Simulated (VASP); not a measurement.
# K (Im-3m) in VASP: notebook, part 2 of 2

VASP 6.6.1. Earlier steps stand in the parts before.

**4. Electric field gradients, PBEsol (71.06 Å³/atom)**

This run uses another cell than the first one, of 71.06 Å³/atom.

The input, INCAR:

```
SYSTEM = K
PREC = Accurate
ENCUT = 520
EDIFF = 1E-8
ISMEAR = -1
SIGMA = 0.08
LREAL = .FALSE.
LASPH = .TRUE.
NELM = 60
ALGO = Normal
ISIF = 2
LWAVE = .FALSE.
LCHARG = .FALSE.
GGA = PS
LEFG = .TRUE.
NBANDS = 10
```

The input, KPOINTS:

```
Automatic mesh
0
G
  10 10 10
  0 0 0
```

The input, POSCAR:

```
K
1.0
   -2.6092440818      2.6092440818      2.6092440818
    2.6092440818     -2.6092440818      2.6092440818
    2.6092440818      2.6092440818     -2.6092440818
K
1
Direct
    0.0000000000      0.0000000000      0.0000000000
```

Potentials or basis: VASP PAW PBE potentials, release 64 (K_sv).

Launch:

```console
cat potpaw_PBE.64/K_sv/POTCAR > POTCAR
mpirun -np 1 vasp_std > vasp.out
```

OUTCAR:

```text
SYSTEM = K
   PREC = Accurate
   ENCUT = 520
   EDIFF = 1E-8
   ISMEAR = -1
   LREAL = .FALSE.
   LASPH = .TRUE.
   NELM = 60
   ISIF = 2
   GGA = PS

 ion  position               nearest neighbor table
   1  0.000  0.000  0.000-

  LATTYP: Found a body centered cubic cell.
 ALAT       =     5.2184881636

  Lattice vectors:

 A1 = (  -2.6092440818,   2.6092440818,   2.6092440818)
 A2 = (   2.6092440818,  -2.6092440818,   2.6092440818)
 A3 = (   2.6092440818,   2.6092440818,  -2.6092440818)

Analysis of symmetry for initial positions (statically):
=====================================================================
 Subroutine PRICEL returns:
 Original cell was already a primitive cell.

 Routine SETGRP: Setting up the symmetry group for a
 body centered cubic supercell.

 Subroutine GETGRP returns: Found 48 space group operations
 (whereof 48 operations were pure point group operations)
 out of a pool of 48 trial point group operations.

The static configuration has the point symmetry O_h .

Analysis of symmetry for dynamics (positions and initial velocities):
=====================================================================
 Subroutine PRICEL returns:
 Original cell was already a primitive cell.

 Routine SETGRP: Setting up the symmetry group for a
 body centered cubic supercell.

 Subroutine GETGRP returns: Found 48 space group operations
 (whereof 48 operations were pure point group operations)
 out of a pool of 48 trial point group operations.

The dynamic configuration has the point symmetry O_h .

 Subroutine INISYM returns: Found 48 space group operations
 (whereof 48 operations are pure point group operations),
 and found     1 'primitive' translations

----------------------------------------------------------------------------------------

                                     Primitive cell

  volume of cell :      71.0565

  direct lattice vectors                    reciprocal lattice vectors
    -2.609244082  2.609244082  2.609244082     0.000000000  0.191626381  0.191626381
     2.609244082 -2.609244082  2.609244082     0.191626381  0.000000000  0.191626381
     2.609244082  2.609244082 -2.609244082     0.191626381  0.191626381  0.000000000

  length of vectors
     4.519343319  4.519343319  4.519343319     0.271000627  0.271000627  0.271000627

  position of ions in fractional coordinates (direct lattice)
     0.000000000  0.000000000  0.000000000

  ion indices of the primitive-cell ions
   primitive index   ion index
                 1           1

----------------------------------------------------------------------------------------

 KPOINTS: Automatic mesh

Automatic generation of k-mesh.
 Grid dimensions read from file:
 generate k-points for:   10   10   10

 Generating k-lattice:

  Cartesian coordinates                     Fractional coordinates (reciprocal lattice)
     0.000000000  0.019162638  0.019162638     0.100000000  0.000000000  0.000000000
[... 65 lines left out ...]
   ISIF   =      2    stress and relaxation
   ISYM   =      2    0-nonsym 1-usesym 2-fastsym
   POTIM  = 0.5000    time-step for ionic-motion
   TEBEG  =    0.0;   TEEND  =   0.0 temperature during run
   PSTRESS=    0.0 pullay stress
   NELECT =       9.0000    total number of electrons
   NUPDOWN=      -1.0000    fix difference up-down
   EMIN   =  10.00;   EMAX   =-10.00  energy-range for DOS
   EFERMI =   0.00;   METHOD = LEGACY
   ISMEAR =    -1;   SIGMA  =   0.08  broadening in eV -4-tet -1-fermi 0-gaus
   EFERMI_NEDOS =   21; number of points for ismear=-14 and -15
   IALGO  =     38    algorithm
   IMIX   =      4    mixing-type and parameters
     AMIX     =   0.40;   BMIX     =  1.00
     AMIX_MAG =   1.60;   BMIX_MAG =  1.00
  volume/ion in A,a.u.               =      71.06       479.51
  Fermi-wavevector in a.u.,A,eV,Ry     =   0.822156  1.553650  9.196731  0.675941
  Thomas-Fermi vector in A             =   1.933442
   LORBIT       =      0    0 simple, 1 ext, 2 COOP (PROOUT), +10 PAW based schemes
   GGA     = PS    functional components
   LHFCALC =     F    Hartree Fock is set to
   AEXX    =    0.0000 exact exchange contribution
   IVDW    =     0    specifies the selected vdW correction
   LEPSILON=     F    determine dielectric tensor
   LRPA    =     F    only Hartree local field effects (RPA)
 non-spin polarized calculation
  energy-cutoff  :      520.00
  volume of cell :       71.06
 maximum number of plane-waves:      1961
 NGX is ok and might be reduce to    36
   NGX = 17   NGY = 17   NGZ = 17

 number of electron       9.0000000 magnetization

 Free energy of the ion-electron system (eV)
  ---------------------------------------------------
  ext. energy  EPLUGINS =         0.00000000
  ---------------------------------------------------
  free energy    TOTEN  =        -1.14004484 eV

  energy without entropy =       -1.12198466  energy(sigma->0) =       -1.13101475

 E-fermi :  -0.0946     XC(G=0):  -5.7829

 val. band max:       -0.1031807147   @ k =   0.3000   0.2000   0.0000
 cond. band min:      -0.0075017253   @ k =  -0.4000   0.4000   0.2000
 fundamental gap:      0.0956789894
 Fermi energy:        -0.0946369734

 k-point     1 :       0.0000    0.0000    0.0000
  band No.  band energies     occupation
      1     -32.0638      2.00000
      2     -15.5711      2.00000
      3     -15.5711      2.00000
      4     -15.5711      2.00000
      5      -2.3004      2.00000
      6       4.2369      0.00000
      7       4.2369      0.00000
      8       4.2369      0.00000
      9       5.1793      0.00000
     10       5.1793      0.00000
[... 287 lines left out ...]
 k-point    24 :      -0.3000    0.3000    0.1000
  band No.  band energies     occupation
      1     -32.0602      2.00000
      2     -15.6212      2.00000
      3     -15.5909      2.00000
      4     -15.5769      2.00000
      5      -1.0852      1.99999
      6       2.4484      0.00000
      7       3.4043      0.00000
      8       4.3212      0.00000
      9       5.1440      0.00000
     10       5.5706      0.00000

 [... further k-points ...]
[... 5 lines left out ...]
  --------------------------------------------------------------------------------------
  -------------------------------------------------------------------------------------
  Total       -0.0030763     -0.0030763     -0.0030763     -0.0000000     -0.0000000      0.0000000
  in kB       -0.0693641     -0.0693641     -0.0693641     -0.0000000     -0.0000000      0.0000000
  external PRESSURE =      -0.0693641 kB  Pullay stress =       0.0000000 kB

 VOLUME and BASIS-vectors are now :
 -----------------------------------------------------------------------------
  energy-cutoff  :      520.00
  volume of cell :       71.06
      direct lattice vectors                 reciprocal lattice vectors
    -2.609244082  2.609244082  2.609244082     0.000000000  0.191626381  0.191626381
     2.609244082 -2.609244082  2.609244082     0.191626381  0.000000000  0.191626381
     2.609244082  2.609244082 -2.609244082     0.191626381  0.191626381  0.000000000

 POSITION                                       TOTAL-FORCE (eV/Angst)
 -----------------------------------------------------------------------------------
      0.00000      0.00000      0.00000        -0.000000      0.000000     -0.000000
 -----------------------------------------------------------------------------------
    total drift:                               -0.000000      0.000000      0.000000

  FREE ENERGIE OF THE ION-ELECTRON SYSTEM (eV)
  ---------------------------------------------------
  free  energy   TOTEN  =        -1.1400448420 eV

  energy  without entropy=       -1.1219846603  energy(sigma->0) =       -1.13101475

 Electric field gradients (V/A^2)
---------------------------------------------------------------------
 ion       V_xx      V_yy      V_zz      V_xy      V_xz      V_yz
---------------------------------------------------------------------
   1       0.000    -0.000    -0.000     0.000     0.000     0.000
---------------------------------------------------------------------

 Electric field gradients after diagonalization (V/A^2)
 (convention: |V_zz| > |V_xx| > |V_yy|)
----------------------------------------------------------------------
 ion       V_xx      V_yy      V_zz     asymmetry (V_yy - V_xx)/ V_zz
----------------------------------------------------------------------
   1      -0.000    -0.000     0.001       0.000
----------------------------------------------------------------------

           NMR quadrupolar parameters

 Cq : quadrupolar parameter    Cq=e*Q*V_zz/h
 eta: asymmetry parameters     (V_yy - V_xx)/ V_zz
 Q  : nuclear electric quadrupole moment in mb (millibarn)
----------------------------------------------------------------------
 ion       Cq(MHz)       eta       Q (mb)
----------------------------------------------------------------------
   1       0.000       0.000       1.000
----------------------------------------------------------------------
```

OSZICAR:

```text
N       E                     dE             d eps       ncg     rms          rms(c)
DAV:   1     0.451682463048E+02    0.45168E+02   -0.36078E+03   940   0.701E+02
DAV:   2     0.498381552572E+00   -0.44670E+02   -0.44040E+02  1020   0.190E+02
DAV:   3    -0.110095993278E+01   -0.15993E+01   -0.15963E+01  1518   0.287E+01
DAV:   4    -0.114083886780E+01   -0.39879E-01   -0.39856E-01  1190   0.415E+00
DAV:   5    -0.114240125865E+01   -0.15624E-02   -0.15622E-02  1480   0.509E-01    0.203E+00
DAV:   6    -0.114046540047E+01    0.19359E-02   -0.36232E-03  1408   0.413E-01    0.132E+00
DAV:   7    -0.114001890752E+01    0.44649E-03   -0.60353E-03  1370   0.494E-01    0.889E-02
DAV:   8    -0.114003019031E+01   -0.11283E-04   -0.46490E-04  1302   0.226E-01    0.301E-02
DAV:   9    -0.114004670030E+01   -0.16510E-04   -0.20602E-05  1264   0.419E-02    0.182E-02
DAV:  10    -0.114004523464E+01    0.14657E-05   -0.96920E-06  1398   0.238E-02    0.353E-03
DAV:  11    -0.114004492781E+01    0.30684E-06   -0.13264E-07  1214   0.307E-03    0.970E-04
DAV:  12    -0.114004481986E+01    0.10795E-06   -0.16419E-08  1320   0.834E-04    0.109E-04
DAV:  13    -0.114004484201E+01   -0.22154E-07   -0.87858E-10   646   0.219E-04    0.695E-05
DAV:  14    -0.114004484205E+01   -0.35584E-10   -0.21942E-10   604   0.925E-05
   1 F= -.11400448E+01 E0= -.11310148E+01  d E =-.180602E-01
```

stdout:

```text
POSCAR found type information on POSCAR K
 POSCAR found :  1 types and       1 ions
 scaLAPACK will be used
 -----------------------------------------------------------------------------
|                                                                             |
|                                                                             |
|     You enforced a specific xc type in the INCAR file but a different       |
|     I HOPE YOU KNOW WHAT YOU ARE DOING!                                     |
|                                                                             |
 -----------------------------------------------------------------------------

 LDA part: xc-table for (Slater+PW92), standard interpolation
 POSCAR, INCAR and KPOINTS ok, starting setup
 FFT: planning ... GRIDC
 FFT: planning ... GRID_SOFT
 FFT: planning ... GRID
 WAVECAR not read
 entering main loop
ion   1
```

It took 15 s on 1 thread of Intel Xeon 6975P-C (Granite Rapids), shared host; peak memory 0.2 GiB.

What came out:

```
Free energy                             : -1.1400 eV
Pressure                                : 0.0 GPa
Band gap on the k mesh                  : zero (an odd number of electrons rules out a gap without spin polarisation)
Largest electric field gradient by atom : zero within the noise of the run
```

Caveat: the PAW data sets were made with another functional, which shifts forces and pressure a little.

**5. Electric field gradients, PBEsol**

This run uses another cell than the first one, of 71.77 Å³/atom.

The input, INCAR:

```
PREC = Accurate
ENCUT = 520
EDIFF = 1E-8
ISMEAR = -1
SIGMA = 0.08
LREAL = F
LASPH = T
NELM = 60
ALGO = Normal
ISIF = 2
LWAVE = F
LCHARG = F
GGA = PS
LEFG = T
NBANDS = 10
```

The input, KPOINTS:

```
regular mesh
0
Gamma
  10 10 10
```

The input, POSCAR:

```
K
1.0
   -2.6180000000      2.6180000000      2.6180000000
    2.6180000000     -2.6180000000      2.6180000000
    2.6180000000      2.6180000000     -2.6180000000
K
1
Direct
    0.0000000000      0.0000000000      0.0000000000
```

Potentials or basis: VASP PAW PBE potentials, release 64 (K_sv).

Launch:

```console
cat potpaw_PBE.64/K_sv/POTCAR > POTCAR
mpirun -np 1 vasp_std > vasp.out
```

OUTCAR:

```text
PREC = Accurate
   ENCUT = 520
   EDIFF = 1E-8
   ISMEAR = -1
   LREAL = F
   LASPH = T
   NELM = 60
   ISIF = 2
   GGA = PS

 ion  position               nearest neighbor table
   1  0.000  0.000  0.000-

  LATTYP: Found a body centered cubic cell.
 ALAT       =     5.2360000000

  Lattice vectors:

 A1 = (  -2.6180000000,   2.6180000000,   2.6180000000)
 A2 = (   2.6180000000,  -2.6180000000,   2.6180000000)
 A3 = (   2.6180000000,   2.6180000000,  -2.6180000000)

Analysis of symmetry for initial positions (statically):
=====================================================================
 Subroutine PRICEL returns:
 Original cell was already a primitive cell.

 Routine SETGRP: Setting up the symmetry group for a
 body centered cubic supercell.
[... 493 lines left out ...]
  in kB       -0.4328992     -0.4328992     -0.4328992      0.0000000      0.0000000     -0.0000000
  external PRESSURE =      -0.4328992 kB  Pullay stress =       0.0000000 kB

 VOLUME and BASIS-vectors are now :
 -----------------------------------------------------------------------------
  energy-cutoff  :      520.00
  volume of cell :       71.77
      direct lattice vectors                 reciprocal lattice vectors
    -2.618000000  2.618000000  2.618000000     0.000000000  0.190985485  0.190985485
     2.618000000 -2.618000000  2.618000000     0.190985485  0.000000000  0.190985485
     2.618000000  2.618000000 -2.618000000     0.190985485  0.190985485  0.000000000

 POSITION                                       TOTAL-FORCE (eV/Angst)
 -----------------------------------------------------------------------------------
      0.00000      0.00000      0.00000         0.000000     -0.000000     -0.000000
 -----------------------------------------------------------------------------------
    total drift:                               -0.000000      0.000000      0.000000

  FREE ENERGIE OF THE ION-ELECTRON SYSTEM (eV)
  ---------------------------------------------------
  free  energy   TOTEN  =        -1.1399908542 eV

  energy  without entropy=       -1.1218747572  energy(sigma->0) =       -1.13093281

 Electric field gradients (V/A^2)
---------------------------------------------------------------------
 ion       V_xx      V_yy      V_zz      V_xy      V_xz      V_yz
---------------------------------------------------------------------
   1       0.000    -0.000    -0.000     0.000     0.000     0.000
---------------------------------------------------------------------

 Electric field gradients after diagonalization (V/A^2)
 (convention: |V_zz| > |V_xx| > |V_yy|)
----------------------------------------------------------------------
 ion       V_xx      V_yy      V_zz     asymmetry (V_yy - V_xx)/ V_zz
----------------------------------------------------------------------
   1      -0.000    -0.000     0.001       0.000
----------------------------------------------------------------------

           NMR quadrupolar parameters

 Cq : quadrupolar parameter    Cq=e*Q*V_zz/h
 eta: asymmetry parameters     (V_yy - V_xx)/ V_zz
 Q  : nuclear electric quadrupole moment in mb (millibarn)
----------------------------------------------------------------------
 ion       Cq(MHz)       eta       Q (mb)
----------------------------------------------------------------------
   1       0.000       0.000       1.000
----------------------------------------------------------------------
```

stdout:

```text
POSCAR found type information on POSCAR K
 POSCAR found :  1 types and       1 ions
 scaLAPACK will be used
 -----------------------------------------------------------------------------
|                                                                             |
|                                                                             |
|     You enforced a specific xc type in the INCAR file but a different       |
|     I HOPE YOU KNOW WHAT YOU ARE DOING!                                     |
|                                                                             |
 -----------------------------------------------------------------------------

 LDA part: xc-table for (Slater+PW92), standard interpolation
 POSCAR, INCAR and KPOINTS ok, starting setup
 FFT: planning ... GRIDC
 FFT: planning ... GRID_SOFT
 FFT: planning ... GRID
 WAVECAR not read
 entering main loop
ion   1
```

Wall time 14 s (1 thread of Intel Xeon 6975P-C (Granite Rapids), shared host); peak memory 0.21 GiB.

What came out:

```
Free energy                             : -1.1400 eV
Pressure                                : 0.0 GPa
Band gap on the k mesh                  : zero (an odd number of electrons rules out a gap without spin polarisation)
Largest electric field gradient by atom : zero within the noise of the run
```

Levels at points of the mesh, in eV from the Fermi level:
```
           k point  band 3  band 4  band 5  band 6  band 7  band 8
(0.00, 0.00, 0.00)  -15.48  -15.48   -2.19    4.32    4.32    4.32
(0.50, 0.00, 0.00)  -15.51  -15.48    0.45    0.70    3.17    4.93
(0.50, 0.50, 0.50)  -15.54  -15.54    1.67    1.67    3.53    3.53
```

Caveat: the PAW data sets were made with another functional, which shifts forces and pressure a little.

**6. Overview**

```tsv
cell	gap on the mesh (eV)	pressure (GPa)
a = 4.504 Å, angles 109.5°, 1 atom	none	0.0
a = 4.519 Å, angles 109.5°, 1 atom	none	0.0
a = 4.535 Å, angles 109.5°, 1 atom	none	0.0
```

Alike in all rows: task electric field gradients; level PBEsol; potentials or basis VASP PAW PBE potentials, release 64 (K_sv); no spin polarisation; k mesh 10 × 10 × 10; cutoff (eV) 520; smearing fermi-dirac 0.08 eV.

Caveats: the PAW data sets were made with another functional, which shifts forces and pressure a little.

Total energies depend on the potentials used, so only differences within one code and one set of settings carry meaning.
